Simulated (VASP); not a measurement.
Input of a VASP 6.6.1 run:

File POSCAR:

```
AlN
1.0
    2.1849006262     -2.1849006262      0.0000000000
    2.1849006262      0.0000000000     -2.1849006262
    9.3950726926      8.0841323168      8.7396025047
Al N
6 6
Direct
    0.8812600000      0.0000000000      0.3958000000
    0.2645933333      0.3333333333      0.2291333333
    0.4979266667      0.6666666667      0.5624666667
    0.7312600000      1.0000000000      0.8958000000
    0.1145933333      0.3333333333      0.7291333333
    0.6479266667      0.6666666667      0.0624666667
    0.5354266667      0.6666666667      0.4374666667
    0.9187600000      1.0000000000      0.2708000000
    0.1520933333      0.3333333333      0.6041333333
    0.3854266667      0.6666666667      0.9374666667
   -0.2312400000      0.0000000000      0.7708000000
    0.3020933333      0.3333333333      0.1041333333
```

File INCAR.step1:

```
ALGO     = Normal         # electronic algorithm
EDIFF    = 1E-4           # SCF threshold, eV
ENCUT    = 520            # plane-wave cutoff, eV
GGA      = PE             # functional
ISMEAR   = 0              # smearing method
LASPH    = True           # aspherical terms in the spheres
LCHARG   = False          # write CHGCAR
LREAL    = False          # projectors in reciprocal space
LWAVE    = True           # write WAVECAR
NBANDS   = 36             # bands
NELM     = 100            # most SCF steps
PREC     = Accurate       # precision mode
SIGMA    = 0.05           # smearing width, eV
```

File INCAR.step2:

```
ALGO     = Normal         # electronic algorithm
EDIFF    = 1E-6           # SCF threshold, eV
ENCUT    = 520            # plane-wave cutoff, eV
ISIF     = 2              # what is computed and relaxed
ISMEAR   = 0              # smearing method
ISTART   = 1            
LASPH    = True           # aspherical terms in the spheres
LCHARG   = False          # write CHGCAR
LMIXTAU  = True         
LREAL    = False          # projectors in reciprocal space
LWAVE    = False          # write WAVECAR
METAGGA  = R2SCAN         # meta-GGA
NBANDS   = 36             # bands
NELM     = 100            # most SCF steps
PREC     = Accurate       # precision mode
SIGMA    = 0.05           # smearing width, eV
```

Contents of KPOINTS:

```
k-points
0
Gamma
  8 8 2
```

Potentials or basis: VASP PAW PBE potentials, release 64 (Al, N).

Command:

```sh
$ cat potpaw_PBE.64/Al/POTCAR potpaw_PBE.64/N/POTCAR > POTCAR
$ cp INCAR.step1 INCAR
$ mpirun -np 1 vasp_std > vasp.out
$ cp INCAR.step2 INCAR
$ mpirun -np 1 vasp_std > vasp.out
```

Predict the largest force.

1.504 eV/Å.

Predict the band gap on the k mesh.

3.51 eV (least direct gap 3.79 eV).

Forces in eV/Å, atoms in the order of the input:
```
Al   0.026  0.031  0.029
Al   0.022  0.063  0.111
Al   0.028  0.029  0.029
Al  -0.144 -0.299 -0.587
Al   0.023  0.034  0.034
Al  -1.183  0.590 -0.051
N   -0.028 -0.027 -0.026
N   -0.038 -0.013 -0.023
N   -0.024 -0.031 -0.028
N    1.442 -0.425 -0.027
N    0.003 -0.086 -0.031
N   -0.128  0.132  0.570
```

Caveat: the PAW data sets were made with another functional, which shifts forces and pressure a little. A k mesh can miss the band edges.
